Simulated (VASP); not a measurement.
BP:

```
CELL_PARAMETERS angstrom
0.00000 2.23833 2.23833
2.23833 0.00000 2.23833
2.23833 2.23833 0.00000
ATOMIC_POSITIONS crystal
P 0.75000 0.75000 0.75000
B 0.00000 0.00000 0.00000
```

Base run:

```yaml
Program: VASP 6.6.1
Functional: BLYP
Potentials_or_basis: VASP PAW PBE potentials, release 64 (P, B)
Cutoff: 520 eV
k_mesh: 10 × 10 × 10
Occupations: fermi-dirac, width 0.05 eV
Spin: no spin polarisation
```

Its results: band gap on the k mesh 1.49 eV, indirect (least direct gap 3.65 eV); pressure 13.4 GPa.

Question: The run is repeated on the same cell with these changes: functional from BLYP to r2SCAN. What comes out?

Answer: Band gap on the k mesh 1.39 eV, indirect (least direct gap 3.71 eV); pressure 6.7 GPa.

Caveats: the PAW data sets were made with another functional, which shifts forces and pressure a little.

A k mesh can miss the band edges.
